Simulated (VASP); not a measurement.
# Fe3Co2 (P-6m2) in VASP: notebook, part 2 of 2

VASP 6.6.1. The steps go on from the part before.

## (3) Single point, PBE, collinear spin, ferromagnetic start

This run uses another cell than the first one, of 11.58 Å³/atom.

INCAR

```
PREC     = Accurate       # precision mode
ENCUT    = 520            # plane-wave cutoff, eV
EDIFF    = 1E-6           # SCF threshold, eV
ISMEAR   = 0              # smearing method
SIGMA    = 0.1            # smearing width, eV
LREAL    = F              # projectors in reciprocal space
LASPH    = T              # aspherical terms in the spheres
NELM     = 150            # most SCF steps
ALGO     = Normal         # electronic algorithm
ISIF     = 2              # what is computed and relaxed
LWAVE    = F              # write WAVECAR
LCHARG   = F              # write CHGCAR
ISPIN    = 2              # spin polarisation
MAGMOM   = 4 4 4 4 4 4 3 3 3 3 # initial moments
LORBIT   = 11             # projections on sites
LMAXMIX  = 4              # l up to which the mixer works
GGA      = PE             # functional
NBANDS   = 57             # bands
```

KPOINTS

```
Automatic mesh
0
Gamma
  6 6 1
```

POSCAR

```
Fe3Co2
1.0
    2.5072242500      0.0000000000      0.0000000000
   -1.2536121250      2.1713198935      0.0000000000
    0.0000000000      0.0000000000     21.2652025518
Fe Co
6 4
Direct
    0.3333333333      0.6666666667      0.0000000000
    0.3333333333      0.6666666667      0.1986389584
    0.3333333333      0.6666666667      0.3973553623
    0.3333333333      0.6666666667      0.6026446377
    0.3333333333      0.6666666667      0.8013610416
    0.6666666667      0.3333333333      0.5000000000
    0.6666666667      0.3333333333      0.0993419921
    0.6666666667      0.3333333333      0.2977749931
    0.6666666667      0.3333333333      0.7022250069
    0.6666666667      0.3333333333      0.9006580079
```

Potentials or basis: VASP PAW PBE potentials, release 64 (Fe, Co).

Run with:

```bash
cat potpaw_PBE.64/Fe/POTCAR potpaw_PBE.64/Co/POTCAR > POTCAR
mpirun -np 1 vasp_std > vasp.out
```

OUTCAR:

```text
PREC = Accurate
   ENCUT = 520
   EDIFF = 1E-6
   ISMEAR = 0
   LREAL = F
   LASPH = T
   NELM = 150
   ISIF = 2
   ISPIN = 2
   LORBIT = 11
   GGA = PE

 ion  position               nearest neighbor table
   1  0.333  0.667  0.000-   7 2.56  10 2.56   7 2.56  10 2.56   7 2.56  10 2.56
   2  0.333  0.667  0.199-   8 2.56   8 2.56   8 2.56   7 2.56   7 2.56   7 2.56
   3  0.333  0.667  0.397-   8 2.57   8 2.57   8 2.57   6 2.62   6 2.62   6 2.62
   4  0.333  0.667  0.603-   9 2.57   9 2.57   9 2.57   6 2.62   6 2.62   6 2.62
   5  0.333  0.667  0.801-   9 2.56   9 2.56   9 2.56  10 2.56  10 2.56  10 2.56
   6  0.667  0.333  0.500-   3 2.62   4 2.62   3 2.62   4 2.62   3 2.62   4 2.62
   7  0.667  0.333  0.099-   2 2.56   2 2.56   2 2.56   1 2.56   1 2.56   1 2.56
   8  0.667  0.333  0.298-   2 2.56   2 2.56   2 2.56   3 2.57   3 2.57   3 2.57
   9  0.667  0.333  0.702-   5 2.56   5 2.56   5 2.56   4 2.57   4 2.57   4 2.57
  10  0.667  0.333  0.901-   5 2.56   5 2.56   5 2.56   1 2.56   1 2.56   1 2.56

  LATTYP: Found a hexagonal cell.
 ALAT       =     2.5072242500
 C/A-ratio  =     8.4815718226

  Lattice vectors:

 A1 = (   2.5072242500,   0.0000000000,   0.0000000000)
 A2 = (  -1.2536121250,   2.1713198935,   0.0000000000)
 A3 = (   0.0000000000,   0.0000000000,  21.2652025518)

[... 1014 lines left out ...]
    -1.253612125  2.171319894  0.000000000     0.000000000  0.460549366  0.000000000
     0.000000000  0.000000000 21.265202552     0.000000000  0.000000000  0.047025181

 POSITION                                       TOTAL-FORCE (eV/Angst)
 -----------------------------------------------------------------------------------
     -0.00000      1.44755      0.00000        -0.000000     -0.000000      0.000000
     -0.00000      1.44755      4.22410         0.000000     -0.000000      0.014535
     -0.00000      1.44755      8.44984         0.000000      0.000000     -0.022493
     -0.00000      1.44755     12.81536         0.000000     -0.000000      0.022493
     -0.00000      1.44755     17.04110         0.000000      0.000000     -0.014535
      1.25361      0.72377     10.63260        -0.000000      0.000000      0.000000
      1.25361      0.72377      2.11253        -0.000000     -0.000000      0.007758
      1.25361      0.72377      6.33225        -0.000000      0.000000      0.001476
      1.25361      0.72377     14.93296        -0.000000      0.000000     -0.001476
      1.25361      0.72377     19.15267        -0.000000     -0.000000     -0.007758
 -----------------------------------------------------------------------------------
    total drift:                               -0.000001      0.000001      0.000000

  FREE ENERGIE OF THE ION-ELECTRON SYSTEM (eV)
  ---------------------------------------------------
  free  energy   TOTEN  =       -76.5083699359 eV

  energy  without entropy=      -76.4549249165  energy(sigma->0) =      -76.48164743

 total charge

# of ion       s       p       d       tot
------------------------------------------
    1        0.483   0.501   6.220   7.205
    2        0.483   0.501   6.232   7.217
    3        0.481   0.500   6.219   7.200
    4        0.481   0.500   6.219   7.200
    5        0.483   0.501   6.232   7.217
    6        0.480   0.500   6.211   7.191
    7        0.477   0.490   7.236   8.203
    8        0.476   0.489   7.245   8.210
    9        0.476   0.489   7.245   8.210
   10        0.477   0.490   7.236   8.203
--------------------------------------------------
tot          4.799   4.961  66.295  76.055

 magnetization (x)

# of ion       s       p       d       tot
------------------------------------------
    1       -0.010  -0.033   2.580   2.537
    2       -0.010  -0.031   2.573   2.532
    3       -0.012  -0.036   2.615   2.567
    4       -0.012  -0.036   2.615   2.567
    5       -0.010  -0.031   2.573   2.532
    6       -0.016  -0.044   2.628   2.568
    7       -0.021  -0.056   1.775   1.698
    8       -0.020  -0.055   1.763   1.687
    9       -0.020  -0.055   1.763   1.687
   10       -0.021  -0.056   1.775   1.698
--------------------------------------------------
tot         -0.153  -0.432  22.659  22.074
```

OSZICAR:

```text
N       E                     dE             d eps       ncg     rms          rms(c)
DAV:   1     0.705819093278E+03    0.70582E+03   -0.34892E+04  1596   0.191E+03
DAV:   2    -0.745710721362E+01   -0.71328E+03   -0.68335E+03  1596   0.409E+02
[... 41 lines left out ...]
DAV:  44    -0.765083547423E+02   -0.16648E-05   -0.17276E-05   903   0.132E-03    0.123E-01
DAV:  45    -0.765083633416E+02   -0.85993E-05   -0.78126E-05   895   0.282E-03    0.130E-01
DAV:  46    -0.765083657053E+02   -0.23637E-05   -0.25611E-05   895   0.172E-03    0.130E-01
DAV:  47    -0.765083674892E+02   -0.17839E-05   -0.73918E-06   895   0.353E-03    0.129E-01
DAV:  48    -0.765083705580E+02   -0.30688E-05   -0.96717E-06   919   0.871E-03    0.126E-01
DAV:  49    -0.765083699359E+02    0.62212E-06   -0.47612E-06   863   0.393E-03
   1 F= -.76508370E+02 E0= -.76481647E+02  d E =-.534450E-01  mag=    22.0444
```

Wall time 14 min (1 thread of Oxide Virtual Turin-like, shared host); peak memory 0.29 GiB.

What came out:

```
Free energy                                           : -76.5084 eV
Pressure                                              : -0.4 GPa
Largest force                                         : 0.022 eV/Å
Net moment                                            : 22.04 μB per cell
Site moments                                          : Fe +2.54, +2.53, +2.57 (each value once); Co +1.70, +1.69 (each value once) μB
Valence electrons inside the program's atomic spheres : Fe 7.21, 7.22, 7.20, 7.19 (each value once); Co 8.20, 8.21 (each value once)
```

Forces in eV/Å, atoms in the order of the input:
```
Fe   0.000  0.000  0.000
Fe   0.000  0.000  0.015
Fe   0.000  0.000 -0.022
Fe   0.000  0.000  0.022
Fe   0.000  0.000 -0.015
Fe   0.000  0.000  0.000
Co   0.000  0.000  0.008
Co   0.000  0.000  0.001
Co   0.000  0.000 -0.001
Co   0.000  0.000 -0.008
```

Levels at points of the mesh, in eV from the Fermi level:
Spin up:
```csv
k point,band 52,band 53,band 54,band 55,band 56,band 57
"(0.00, 0.00, 0.00)",-0.88,-0.88,-0.77,-0.77,-0.77,-0.72
"(0.50, 0.00, 0.00)",1.11,1.17,1.22,1.49,2.26,2.29
```
Spin down:
```
           k point  band 27  band 28  band 29  band 30  band 31  band 32  band 33  band 34  band 35  band 36
(0.00, 0.00, 0.00)    -0.59    -0.43    -0.13    -0.13    -0.07    -0.07     0.01     0.01     0.13     0.13
(0.50, 0.00, 0.00)    -0.13     0.06     0.08     0.32     0.39     0.41     0.72     1.24     1.24     1.25
```

Caveat: the k points lie up to 0.48 Å⁻¹ apart; the highest band is partly filled, so the run has too few bands.
